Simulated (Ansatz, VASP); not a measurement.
**Al in VASP and in Ansatz**

```
CELL_PARAMETERS angstrom
0.00000 2.02481 2.02481
2.02481 0.00000 2.02481
2.02481 2.02481 0.00000
ATOMIC_POSITIONS crystal
Al 0.00000 0.00000 0.00000
```

Alike in both runs: task single point; functional PBE; k mesh 11 × 11 × 11; occupations gaussian, width 0.014 eV; no spin polarisation.

|  | VASP | Ansatz |
| --- | --- | --- |
| version | VASP 6.6.1 | Ansatz 0.2.0 |
| potentials or method | VASP PAW PBE potentials, release 64 (Al), cutoff 520 eV | all-electron LAPW, scalar-relativistic |

|  | VASP | Ansatz | Ansatz less VASP |
| --- | --- | --- | --- |
| gap on the k mesh at the Fermi level (eV) | none | none | - |
| pressure (GPa) | -0.5 | -0.5 | +0.04 |

A gap of «none» marks a metal or a gap that the smearing closes. Ansatz ran all-electron here, and VASP with PAW potentials.
